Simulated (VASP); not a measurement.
A run of VASP 6.6.1:

POSCAR

```
Pd
1.0
    0.0000000000      1.9721147795      1.9721147795
    1.9721147795      0.0000000000      1.9721147795
    1.9721147795      1.9721147795      0.0000000000
Pd
1
Direct
    0.0000000000      0.0000000000      0.0000000000
```

The input INCAR.step1:

```
PREC = Accurate
ENCUT = 520
EDIFF = 1E-5
ISMEAR = -1
SIGMA = 0.05
LREAL = False
LASPH = True
NELM = 60
ALGO = Normal
ISIF = 2
LWAVE = True
GGA = PE
NBANDS = 11
```

The input INCAR.step2:

```
PREC = Accurate
ENCUT = 520
EDIFF = 1E-6
ISMEAR = -1
SIGMA = 0.05
LREAL = False
LASPH = True
NELM = 60
ALGO = Normal
ISIF = 2
LWAVE = False
LCHARG = True
GGA = PS
LHFCALC = True
AEXX = 0.25
HFSCREEN = 0.207
PRECFOCK = Normal
LELF = True
LVHAR = True
ISTART = 1
NBANDS = 11
```

KPOINTS

```
Automatic mesh
0
Gamma
  6 6 6
```

Potentials or basis: VASP PAW PBE potentials, release 64 (Pd).

Command:

```sh
$ cat potpaw_PBE.64/Pd/POTCAR > POTCAR
$ cp INCAR.step1 INCAR
$ mpirun -np 1 vasp_std > vasp.out
$ cp INCAR.step2 INCAR
$ mpirun -np 1 vasp_std > vasp.out
```

Hardware: 1 thread of AMD EPYC 7R13 Processor (Zen 3) (shared host).

Q: Estimate the wall time of this run.

A: Run time: 6.6 min on 1 thread of AMD EPYC 7R13 Processor (Zen 3), with other jobs on the host, peak memory 0.21 GiB. Counts: k points 16.
